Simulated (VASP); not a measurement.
Input of a VASP 6.6.1 run:

File POSCAR:

```
B17SN17
1.0
    7.4650312844      0.0000000000      0.0000000000
   -3.7325156422      6.4649067324      0.0000000000
    0.0000000000      0.0000000000      6.4954828762
B N S
17 17 1
Direct
    0.0932587640      0.2150395321      0.2486126272
    0.2278718236      0.1170403307      0.7250731756
    0.0927779941      0.5479448245      0.2524536011
    0.2345503616      0.4514361811      0.7394300697
    0.0928338196      0.8814731256      0.2485092970
    0.2414597640      0.7880359073      0.7486556640
    0.4270567799      0.2159390707      0.2404818485
    0.5861049124      0.1180401832      0.7547097339
    0.4270085017      0.5482122163      0.2415194806
    0.4267306607      0.8816943933      0.2443647856
    0.5690650427      0.7741745001      0.7487478673
    0.7598714266      0.2152204376      0.2497241635
    0.9016292177      0.1095562585      0.7658531883
    0.7595604082      0.5481971497      0.2399059332
    0.9103438652      0.4552875475      0.7875894340
    0.7599182505      0.8813941540      0.2494496183
    0.9030694102      0.7739843998      0.7748343779
    0.1192576866      0.2255930470      0.7423565657
    0.2037552006      0.1041428498      0.2427158388
    0.1298420578      0.5656609815      0.7548896672
    0.2038161521      0.4374804824      0.2473186899
    0.1292828580      0.8975952790      0.7469590523
    0.2039006579      0.7707683934      0.2485809884
    0.5372258657      0.1041046509      0.2408287304
    0.4479254166      0.5586271475      0.7246195091
    0.5371452040      0.4379049192      0.2332905684
    0.4646027133      0.8965407138      0.7508978336
    0.5374233294      0.7711341233      0.2442180193
    0.8014534832      0.2269030879      0.7861230684
    0.8706155772      0.1042751291      0.2542905135
    0.8066346398      0.5624728564      0.8168610833
    0.8703719557      0.4373051558      0.2562844323
    0.7920134048      0.8873247551      0.7633811341
    0.8706094486      0.7711163441      0.2520732543
    0.4985366061      0.2954551673      0.6936265961
```

The input INCAR.step1:

```
SYSTEM = B17SN17
PREC     = Accurate       ! precision mode
ENCUT    = 520            ! plane-wave cutoff, eV
ISMEAR   = -1             ! smearing method
SIGMA    = 0.01           ! smearing width, eV
LREAL    = Auto         
LASPH    = .TRUE.         ! aspherical terms in the spheres
NELM     = 200            ! most SCF steps
ALGO     = Normal         ! electronic algorithm
ISIF     = 2              ! what is computed and relaxed
LWAVE    = .TRUE.         ! write WAVECAR
LCHARG   = .FALSE.        ! write CHGCAR
ISPIN    = 2              ! spin polarisation
MAGMOM   = 0 0 0 0 0 0 0 0.02 0 0 0.01 0 0 0 0 0 0.01 0.01 0 0.02 0 0 0 0 0.25 0 0.03 0 0 0 0.08 0 0.01 0 0.17 ! initial moments
LORBIT   = 11             ! projections on sites
NUPDOWN  = 1.0            ! fixed moment
GGA      = PE             ! functional
EDIFF    = 1E-5           ! SCF threshold, eV
NELECT   = 143.0        
NBANDS   = 98             ! bands
GGA_COMPAT= .FALSE.      
ISYM     = -1
```

Contents of INCAR.step2:

```
SYSTEM = B17SN17
PREC     = Accurate       ! precision mode
ENCUT    = 520            ! plane-wave cutoff, eV
EDIFF    = 1E-8           ! SCF threshold, eV
ISMEAR   = -1             ! smearing method
SIGMA    = 0.01           ! smearing width, eV
LREAL    = Auto         
LASPH    = .TRUE.         ! aspherical terms in the spheres
NELM     = 200            ! most SCF steps
ALGO     = Normal         ! electronic algorithm
ISIF     = 2              ! what is computed and relaxed
LWAVE    = .FALSE.        ! write WAVECAR
LCHARG   = .FALSE.        ! write CHGCAR
ISPIN    = 2              ! spin polarisation
MAGMOM   = 0 0 0 0 0 0 0 0.02 0 0 0.01 0 0 0 0 0 0.01 0.01 0 0.02 0 0 0 0 0.25 0 0.03 0 0 0 0.08 0 0.01 0 0.17 ! initial moments
LORBIT   = 11             ! projections on sites
NUPDOWN  = 1.0            ! fixed moment
GGA      = PE             ! functional
LHFCALC  = .TRUE.         ! exact exchange
HFSCREEN = 0.2079         ! screening, 1/A
PRECFOCK = Fast         
LEFG     = .TRUE.       
ISTART   = 1            
NELECT   = 143.0        
NBANDS   = 98             ! bands
GGA_COMPAT= .FALSE.      
ISYM     = -1
```

Contents of KPOINTS:

```
explicit points
1
Reciprocal
  0.25000000   0.25000000   0.25000000 1
```

Potentials or basis: VASP PAW PBE potentials, release 64 (B, N, S).

Launch:

```sh
$ cat potpaw_PBE.64/B/POTCAR potpaw_PBE.64/N/POTCAR potpaw_PBE.64/S/POTCAR > POTCAR
$ cp INCAR.step1 INCAR
$ mpirun -np 1 vasp_std > vasp.out
$ cp INCAR.step2 INCAR
$ mpirun -np 1 vasp_std > vasp.out
```

(1) What does it give for the largest force?

Results:

(1) 0.344 eV/Å.

Caveat: the cell carries a net charge on a neutralising background, which shifts energy and pressure; without QUAD_EFG the Cq values of the log hold for a quadrupole moment of 1 mb, not for the nuclei; the PAW data sets were made with another functional, which shifts forces and pressure a little; the total moment is fixed, so each spin has its own Fermi level and the state may be an excited one.
